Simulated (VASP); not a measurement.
# WC (Fm-3m) in VASP: a series of runs, part 2 of 3

VASP 6.6.1.

## (3) Single point, r2SCAN

This run uses another cell than the first one, of 10.28 Å³/atom, 1.026 times its volume.

Contents of POSCAR:

```
WC
1.0
    0.0000000000      2.1742572128      2.1742572128
    2.1742572128      0.0000000000      2.1742572128
    2.1742572128      2.1742572128      0.0000000000
W C
1 1
Direct
    0.0000000000      0.0000000000      0.0000000000
    0.5000000000      0.5000000000      0.5000000000
```

Contents of INCAR.step1:

```
PREC = Accurate
ENCUT = 520
ISMEAR = -1
SIGMA = 0.1
LREAL = F
LASPH = T
NELM = 100
NBANDS = 16
GGA = PE
ALGO = Normal
EDIFF = 1E-4
LWAVE = T
LCHARG = F
```

Contents of INCAR.step2:

```
PREC = Accurate
ENCUT = 520
EDIFF = 1E-6
ISMEAR = -1
SIGMA = 0.1
LREAL = F
LASPH = T
NELM = 100
ALGO = Normal
ISIF = 2
LWAVE = F
LCHARG = T
METAGGA = R2SCAN
LMIXTAU = T
LELF = T
LVHAR = T
NBANDS = 16
ISTART = 1
```

Contents of KPOINTS:

```
regular mesh
0
Gamma
  11 11 11
```

Potentials or basis: VASP PAW PBE potentials, release 64 (W_sv, C).

Run with:

```
$ cat potpaw_PBE.64/W_sv/POTCAR potpaw_PBE.64/C/POTCAR > POTCAR
$ cp INCAR.step1 INCAR
$ mpirun -np 1 vasp_std > vasp.out
$ cp INCAR.step2 INCAR
$ mpirun -np 1 vasp_std > vasp.out
```

OUTCAR:

```text
PREC = Accurate
   ENCUT = 520
   EDIFF = 1E-6
   ISMEAR = -1
   LREAL = F
   LASPH = T
   NELM = 100
   ISIF = 2
   METAGGA = R2SCAN
   ISTART = 1

 ion  position               nearest neighbor table
   1  0.000  0.000  0.000-   2 2.17   2 2.17   2 2.17   2 2.17   2 2.17   2 2.17
   2  0.500  0.500  0.500-   1 2.17   1 2.17   1 2.17   1 2.17   1 2.17   1 2.17

  LATTYP: Found a face centered cubic cell.
 ALAT       =     4.3485144256

  Lattice vectors:

 A1 = (   0.0000000000,   2.1742572128,   2.1742572128)
 A2 = (   2.1742572128,   0.0000000000,   2.1742572128)
 A3 = (   2.1742572128,   2.1742572128,   0.0000000000)

Analysis of symmetry for initial positions (statically):
=====================================================================
 Subroutine PRICEL returns:
 Original cell was already a primitive cell.

 Routine SETGRP: Setting up the symmetry group for a
 face centered cubic supercell.

 Subroutine GETGRP returns: Found 48 space group operations
 (whereof 48 operations were pure point group operations)
 out of a pool of 48 trial point group operations.

The static configuration has the point symmetry O_h .

Analysis of symmetry for dynamics (positions and initial velocities):
=====================================================================
 Subroutine PRICEL returns:
 Original cell was already a primitive cell.

 Routine SETGRP: Setting up the symmetry group for a
 face centered cubic supercell.

 Subroutine GETGRP returns: Found 48 space group operations
 (whereof 48 operations were pure point group operations)
 out of a pool of 48 trial point group operations.

The dynamic configuration has the point symmetry O_h .

 Subroutine INISYM returns: Found 48 space group operations
 (whereof 48 operations are pure point group operations),
[... 104 lines left out ...]
   POTIM  = 0.5000    time-step for ionic-motion
   TEBEG  =    0.0;   TEEND  =   0.0 temperature during run
   PSTRESS=    0.0 pullay stress
   NELECT =      18.0000    total number of electrons
   NUPDOWN=      -1.0000    fix difference up-down
   EMIN   =  10.00;   EMAX   =-10.00  energy-range for DOS
   EFERMI =   0.00;   METHOD = LEGACY
   ISMEAR =    -1;   SIGMA  =   0.10  broadening in eV -4-tet -1-fermi 0-gaus
   EFERMI_NEDOS =   21; number of points for ismear=-14 and -15
   IALGO  =     38    algorithm
   IMIX   =      4    mixing-type and parameters
     AMIX     =   0.40;   BMIX     =  1.00
     AMIX_MAG =   1.60;   BMIX_MAG =  1.00
  volume/ion in A,a.u.               =      10.28        69.36
  Fermi-wavevector in a.u.,A,eV,Ry     =   1.566191  2.959672 33.374472  2.452955
  Thomas-Fermi vector in A             =   2.668556
   LORBIT       =      0    0 simple, 1 ext, 2 COOP (PROOUT), +10 PAW based schemes
   METAGGA = R2SCAN    functional components
   LHFCALC =     F    Hartree Fock is set to
   AEXX    =    0.0000 exact exchange contribution
   IVDW    =     0    specifies the selected vdW correction
   LEPSILON=     F    determine dielectric tensor
   LRPA    =     F    only Hartree local field effects (RPA)
 non-spin polarized calculation
  energy-cutoff  :      520.00
  volume of cell :       20.56
 maximum number of plane-waves:       564
   NGX = 11   NGY = 11   NGZ = 11

 number of electron      18.0000000 magnetization

 Free energy of the ion-electron system (eV)
  ---------------------------------------------------
  ext. energy  EPLUGINS =         0.00000000
  ---------------------------------------------------
  free energy    TOTEN  =       -60.62548018 eV

  energy without entropy =      -60.58687444  energy(sigma->0) =      -60.60617731

 E-fermi :  12.8110     XC(G=0): -15.0153

 val. band max:       12.7891089360   @ k =  -0.2727   0.4545   0.1818
 cond. band min:      12.8508946567   @ k =   0.4545   0.0909   0.0000
 fundamental gap:      0.0617857206
 Fermi energy:        12.8110231831

 k-point     1 :       0.0000    0.0000    0.0000
  band No.  band energies     occupation
      1     -64.6462      2.00000
      2     -27.9780      2.00000
      3     -27.9780      2.00000
      4     -27.9780      2.00000
      5      -4.1431      2.00000
      6       9.8571      2.00000
[... 433 lines left out ...]
      3     -28.1319      2.00000
      4     -28.0099      2.00000
      5      -1.8877      2.00000
      6       5.3897      2.00000
[... 8 lines left out ...]
     15      26.4602      0.00000
     16      27.5597      0.00000

 [... further k-points ...]
[... 5 lines left out ...]
  --------------------------------------------------------------------------------------
  -------------------------------------------------------------------------------------
  Total        0.8235982      0.8235982      0.8235982      0.0000000     -0.0000000      0.0000000
  in kB       64.1893829     64.1893829     64.1893829      0.0000000     -0.0000000      0.0000000
  external PRESSURE =      64.1893829 kB  Pullay stress =       0.0000000 kB

 VOLUME and BASIS-vectors are now :
 -----------------------------------------------------------------------------
  energy-cutoff  :      520.00
  volume of cell :       20.56
      direct lattice vectors                 reciprocal lattice vectors
     0.000000000  2.174257213  2.174257213    -0.229963593  0.229963593  0.229963593
     2.174257213  0.000000000  2.174257213     0.229963593 -0.229963593  0.229963593
     2.174257213  2.174257213  0.000000000     0.229963593  0.229963593 -0.229963593

 POSITION                                       TOTAL-FORCE (eV/Angst)
 -----------------------------------------------------------------------------------
      0.00000      0.00000      0.00000         0.000000      0.000000      0.000000
      2.17426      2.17426      2.17426        -0.000000     -0.000000     -0.000000
 -----------------------------------------------------------------------------------
    total drift:                                0.000000     -0.000000     -0.000000

  FREE ENERGIE OF THE ION-ELECTRON SYSTEM (eV)
  ---------------------------------------------------
  free  energy   TOTEN  =       -60.6254801792 eV

  energy  without entropy=      -60.5868744442  energy(sigma->0) =      -60.60617731
```

OSZICAR.step1:

```text
N       E                     dE             d eps       ncg     rms          rms(c)
DAV:   1     0.108869635565E+03    0.10887E+03   -0.93141E+03  1800   0.125E+03
DAV:   2    -0.216652335863E+02   -0.13053E+03   -0.12578E+03  2200   0.334E+02
DAV:   3    -0.250321322808E+02   -0.33669E+01   -0.33546E+01  1896   0.504E+01
DAV:   4    -0.250484862337E+02   -0.16354E-01   -0.16353E-01  2376   0.404E+00
DAV:   5    -0.250486053666E+02   -0.11913E-03   -0.11913E-03  1936   0.323E-01    0.323E+01
DAV:   6    -0.216407941280E+02    0.34078E+01   -0.84190E+00  2176   0.277E+01    0.842E+00
DAV:   7    -0.215766204095E+02    0.64174E-01   -0.46259E-01  1792   0.545E+00    0.668E+00
DAV:   8    -0.215500360320E+02    0.26584E-01   -0.66949E-02  2064   0.224E+00    0.152E+00
DAV:   9    -0.215483248251E+02    0.17112E-02   -0.29801E-03  1896   0.493E-01    0.115E-01
DAV:  10    -0.215482717121E+02    0.53113E-04   -0.31984E-04  2096   0.196E-01
   1 F= -.21548272E+02 E0= -.21528138E+02  d E =-.402675E-01
```

It took 23 s on 1 thread of Intel Xeon 6975P-C (Granite Rapids), shared host; peak memory 0.16 GiB.

Results:

```yaml
Free_energy: -60.6255 eV
Pressure: 6.4 GPa
Band_gap_on_the_k_mesh: zero (band 9 reaches 13.83 eV, above the bottom of band 10 at 10.49 eV)
```

Caveat: the PAW data sets were made with another functional, which shifts forces and pressure a little; spin-orbit coupling is left out, which moves the levels of the heavy elements.

## (4) Single point, r2SCAN

This run uses another cell than the first one, of 10.54 Å³/atom, 1.053 times its volume.

Contents of POSCAR:

```
WC
1.0
    0.0000000000      2.1926840000      2.1926840000
    2.1926840000      0.0000000000      2.1926840000
    2.1926840000      2.1926840000      0.0000000000
W C
1 1
Direct
    0.0000000000      0.0000000000      0.0000000000
    0.5000000000      0.5000000000      0.5000000000
```

Contents of INCAR.step1:

```
ALGO = Normal
EDIFF = 1E-4
ENCUT = 520
GGA = PE
ISMEAR = -1
LASPH = T
LCHARG = F
LREAL = F
LWAVE = T
NBANDS = 16
NELM = 60
PREC = Accurate
SIGMA = 0.1
```

Contents of INCAR.step2:

```
ALGO = Normal
EDIFF = 1E-7
ENCUT = 520
ISIF = 2
ISMEAR = -1
ISTART = 1
LASPH = T
LCHARG = T
LELF = T
LMIXTAU = T
LREAL = F
LVHAR = T
LWAVE = F
METAGGA = R2SCAN
NBANDS = 16
NELM = 60
PREC = Accurate
SIGMA = 0.1
```

Contents of KPOINTS:

```
k-points
0
Gamma
  11 11 11
```

Run with:

```
$ cat potpaw_PBE.64/W_sv/POTCAR potpaw_PBE.64/C/POTCAR > POTCAR
$ cp INCAR.step1 INCAR
$ mpirun -np 1 vasp_std > vasp.out
$ cp INCAR.step2 INCAR
$ mpirun -np 1 vasp_std > vasp.out
```

It took 28 s on 1 thread of Intel Xeon 6975P-C (Granite Rapids), shared host; peak memory 0.15 GiB.

It converged, with:

| Quantity | Value |
| --- | --- |
| Free energy | -60.6305 eV |
| Pressure | -3.4 GPa |
| Band gap on the k mesh | zero (band 9 reaches 13.38 eV, above the bottom of band 10 at 10.18 eV) |

Levels at points of the mesh, in eV from the Fermi level:
```tsv
k point	band 5	band 6	band 7	band 8	band 9	band 10	band 11	band 12	band 13	band 14
(0.00, 0.00, 0.00)	-16.72	-2.85	-2.85	-2.85	-1.17	-1.17	-1.17	-1.04	-1.04	7.02
```

Caveat: the PAW data sets were made with another functional, which shifts forces and pressure a little; spin-orbit coupling is left out, which moves the levels of the heavy elements.

(Part 2 of 3 ends here.)
